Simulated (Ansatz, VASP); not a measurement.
## C: VASP beside Ansatz

```xyz
2
Lattice="0.0000 1.8002 1.7574 1.8002 0.0000 1.7574 1.8002 1.8002 0.0000" Properties=species:S:1:pos:R:3 pbc="T T T"
C     1.8002    1.8002    1.7574
C     2.7004    2.7004    2.6361
```

Alike in both runs: task single point; functional PBE; k mesh 12 × 12 × 12; occupations gaussian, width 0.05 eV; no spin polarisation.

|  | VASP | Ansatz |
| --- | --- | --- |
| version | VASP 6.6.1 | Ansatz 0.2.0 |
| potentials or method | VASP PAW PBE potentials, release 64 (C), cutoff 520 eV | scalar-relativistic, plane waves, PAW |
| valence electrons in the cell | 8 | 8 |

```csv
,VASP,Ansatz,Ansatz less VASP
gap on the k mesh at the Fermi level (eV),3.54,3.55,+0.009
least direct gap on the mesh (eV),5.15,5.15,+0.004
pressure (GPa),0.6,0.0,-0.62
"traceless stress, the component that is largest in VASP (GPa)",14.50,14.50,+0.002
```

With one functional, cell and mesh, what is left measures potentials, basis and numerics.
